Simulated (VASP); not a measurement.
# Hf (Im-3m) in VASP: further runs, part 2 of 2

VASP 6.6.1. The steps go on from the part before.

## 3. Relaxation of cell and atoms, PBEsol

This run uses another cell than the first one, of 23.52 Å³/atom, 1.104 times its volume.

Input file INCAR:

```
SYSTEM = Hf
PREC = Accurate
ENCUT = 600
EDIFF = 1E-7
ISMEAR = -1
SIGMA = 0.1
LREAL = .FALSE.
LASPH = .TRUE.
NELM = 60
ALGO = Normal
ISIF = 3
LWAVE = .FALSE.
LCHARG = .FALSE.
GGA = PS
IBRION = 2
NSW = 60
EDIFFG = -0.01
```

Input file KPOINTS:

```
Automatic mesh
0
G
  9 9 9
  0 0 0
```

Input file POSCAR:

```
Hf
1.0
   -1.8050000000      1.8050000000      1.8050000000
    1.8050000000     -1.8050000000      1.8050000000
    1.8050000000      1.8050000000     -1.8050000000
Hf
1
Direct
    0.0000000000      0.0000000000      0.0000000000
```

Potentials or basis: VASP PAW PBE potentials, release 64 (Hf_pv).

Run with:

```console
> cat potpaw_PBE.64/Hf_pv/POTCAR > POTCAR
> mpirun -np 1 vasp_std > vasp.out
```

OUTCAR:

```text
SYSTEM = Hf
   PREC = Accurate
   ENCUT = 600
   EDIFF = 1E-7
   ISMEAR = -1
   LREAL = .FALSE.
   LASPH = .TRUE.
   NELM = 60
   ISIF = 3
   GGA = PS
   IBRION = 2
   NSW = 60
   EDIFFG = -0.01

 ion  position               nearest neighbor table
   1  0.000  0.000  0.000-

  LATTYP: Found a body centered cubic cell.
 ALAT       =     3.6100000000

  Lattice vectors:

 A1 = (  -1.8050000000,   1.8050000000,   1.8050000000)
 A2 = (   1.8050000000,  -1.8050000000,   1.8050000000)
 A3 = (   1.8050000000,   1.8050000000,  -1.8050000000)

Analysis of symmetry for initial positions (statically):
=====================================================================
 Subroutine PRICEL returns:
 Original cell was already a primitive cell.

 Routine SETGRP: Setting up the symmetry group for a
 body centered cubic supercell.

 Subroutine GETGRP returns: Found 48 space group operations
 (whereof 48 operations were pure point group operations)
 out of a pool of 48 trial point group operations.

The static configuration has the point symmetry O_h .

Analysis of symmetry for dynamics (positions and initial velocities):
=====================================================================
 Subroutine PRICEL returns:
 Original cell was already a primitive cell.

 Routine SETGRP: Setting up the symmetry group for a
 body centered cubic supercell.

 Subroutine GETGRP returns: Found 48 space group operations
 (whereof 48 operations were pure point group operations)
 out of a pool of 48 trial point group operations.

The dynamic configuration has the point symmetry O_h .

 Subroutine INISYM returns: Found 48 space group operations
 (whereof 48 operations are pure point group operations),
 and found     1 'primitive' translations

[... 123 lines left out ...]
 conjugate gradient relaxation of ions
 non-spin polarized calculation
  energy-cutoff  :      600.00
  volume of cell :       23.52
 maximum number of plane-waves:       794
 NGX is ok and might be reduce to    28
   NGX = 13   NGY = 13   NGZ = 13

--------------------------------------- Ionic step        1  -------------------------------------------

 number of electron      10.0000000 magnetization

 number of electron       9.9999999 magnetization

 Free energy of the ion-electron system (eV)
  ---------------------------------------------------
  ext. energy  EPLUGINS =         0.00000000
  ---------------------------------------------------
  free energy    TOTEN  =       -10.29260336 eV

  energy without entropy =      -10.21783877  energy(sigma->0) =      -10.25522107

------------------------ aborting loop because EDIFF is reached ----------------------------------------

  FORCE on cell =-STRESS in cart. coord.  units (eV):
  Direction    XX          YY          ZZ          XY          YZ          ZX
  --------------------------------------------------------------------------------------
  -------------------------------------------------------------------------------------
  Total       -1.3184559     -1.3184559     -1.3184559      0.0000000      0.0000000      0.0000000
  in kB      -89.8017039    -89.8017039    -89.8017039      0.0000000      0.0000000      0.0000000
  external PRESSURE =     -89.8017039 kB  Pullay stress =       0.0000000 kB
[... 92 lines left out ...]
--------------------------------------- Ionic step        4  -------------------------------------------

 number of electron      10.0000000 magnetization

 Free energy of the ion-electron system (eV)
  ---------------------------------------------------
  ext. energy  EPLUGINS =         0.00000000
  ---------------------------------------------------
  free energy    TOTEN  =       -10.36107976 eV

  energy without entropy =      -10.29491909  energy(sigma->0) =      -10.32799943

 E-fermi :   4.7710     XC(G=0): -11.6308

 val. band max:        4.6977254311   @ k =  -0.4444   0.4444   0.1111
 cond. band min:       4.7894315698   @ k =   0.2222   0.2222   0.0000
 fundamental gap:      0.0917061387
 Fermi energy:         4.7709555257

 k-point     1 :       0.0000    0.0000    0.0000
  band No.  band energies     occupation
      1     -24.7983      2.00000
      2     -24.7983      2.00000
      3     -24.7983      2.00000
      4      -2.4397      2.00000
      5       6.3230      0.00000
      6       6.3230      0.00000
      7       6.3230      0.00000
      8       9.2717      0.00000
      9       9.2717      0.00000
[... 265 lines left out ...]
 k-point    24 :      -0.4444   -0.4444    0.1111
  band No.  band energies     occupation
      1     -25.6783      2.00000
      2     -25.2642      2.00000
      3     -24.9553      2.00000
      4       2.3411      2.00000
      5       4.5247      1.84295
      6       4.7932      0.88935
      7       7.8434      0.00000
      8      10.8210      0.00000
      9      13.5142      0.00000

 [... further k-points ...]

------------------------ aborting loop because EDIFF is reached ----------------------------------------

  FORCE on cell =-STRESS in cart. coord.  units (eV):
  Direction    XX          YY          ZZ          XY          YZ          ZX
  --------------------------------------------------------------------------------------
  -------------------------------------------------------------------------------------
  Total        0.0087265      0.0087265      0.0087265      0.0000000      0.0000000      0.0000000
  in kB        0.6585191      0.6585191      0.6585191      0.0000000      0.0000000      0.0000000
  external PRESSURE =       0.6585191 kB  Pullay stress =       0.0000000 kB
[... 16 lines left out ...]
  FREE ENERGIE OF THE ION-ELECTRON SYSTEM (eV)
  ---------------------------------------------------
  free  energy   TOTEN  =       -10.3610797589 eV

  energy  without entropy=      -10.2949190935  energy(sigma->0) =      -10.32799943

 reached required accuracy - stopping structural energy minimisation
```

OSZICAR:

```text
N       E                     dE             d eps       ncg     rms          rms(c)
DAV:   1     0.689545604537E+01    0.68955E+01   -0.63538E+03   630   0.113E+03
DAV:   2    -0.104263144530E+02   -0.17322E+02   -0.16835E+02   957   0.139E+02
DAV:   3    -0.107090297086E+02   -0.28272E+00   -0.27640E+00   755   0.132E+01
[... 32 lines left out ...]
DAV:   2    -0.103611217316E+02    0.14456E-03   -0.19126E-04   636   0.134E-01    0.440E-02
DAV:   3    -0.103610794361E+02    0.42295E-04   -0.13144E-04   656   0.974E-02    0.197E-02
DAV:   4    -0.103610794524E+02   -0.16348E-07   -0.11381E-06   739   0.115E-02    0.124E-02
DAV:   5    -0.103610797382E+02   -0.28580E-06   -0.45826E-07   737   0.436E-03    0.183E-03
DAV:   6    -0.103610797589E+02   -0.20660E-07   -0.75036E-09   333   0.771E-04
   4 F= -.10361080E+02 E0= -.10327999E+02  d E =-.684764E-01
```

CONTCAR:

```text
Hf
   1.00000000000000
    -1.7443773797814459    1.7443773797814459    1.7443773797814459
     1.7443773797814459   -1.7443773797814459    1.7443773797814459
     1.7443773797814459    1.7443773797814459   -1.7443773797814459
  Hf
     1
Direct
     1.0000000000000000    1.0000000000000000    1.0000000000000000

  0.00000000E+00  0.00000000E+00  0.00000000E+00
```

Wall time 18 s (1 thread of Intel Xeon 6975P-C, shared host); peak memory 0.17 GiB.

Results:

- Free energy: -10.3611 eV
- Relaxed volume: 21.23 Å³/atom
- Relaxed cell: a = 3.021 Å, b = 3.021 Å, c = 3.021 Å, α = 109.47°, β = 109.47°, γ = 109.47°
- Space group after relaxing (to 0.05 Å): Im-3m (No. 229)
- Energy gained by relaxing: 68.5 meV/atom
- Ionic steps: 4
- Pressure after relaxing: 0.1 GPa
- Band gap on the k mesh: zero (band 5 reaches 6.32 eV, above the bottom of band 6 at 4.08 eV)

Step by step:
```
step  energy change (eV)  largest force (eV/Å)  pressure (GPa)  volume (Å³)
   1              0.0000                0.0000           -8.98        23.52
   2             -0.0039                0.0000           11.52        19.31
   3             -0.0685                0.0000           -0.15        21.27
   4             -0.0685                0.0000            0.07        21.23
```

Final structure:
```xyz
1
Lattice="-1.7444 1.7444 1.7444 1.7444 -1.7444 1.7444 1.7444 1.7444 -1.7444" Properties=species:S:1:pos:R:3 pbc="T T T"
Hf    1.7444    1.7444    1.7444
```

Levels at points of the mesh, in eV from the Fermi level:
```csv
k point,band 3,band 4,band 5,band 6,band 7,band 8
"(0.00, 0.00, 0.00)",-29.57,-7.21,1.55,1.55,1.55,4.50
```

Caveat: the PAW data sets were made with another functional, which shifts forces and pressure a little; spin-orbit coupling is left out, which moves the levels of the heavy elements.
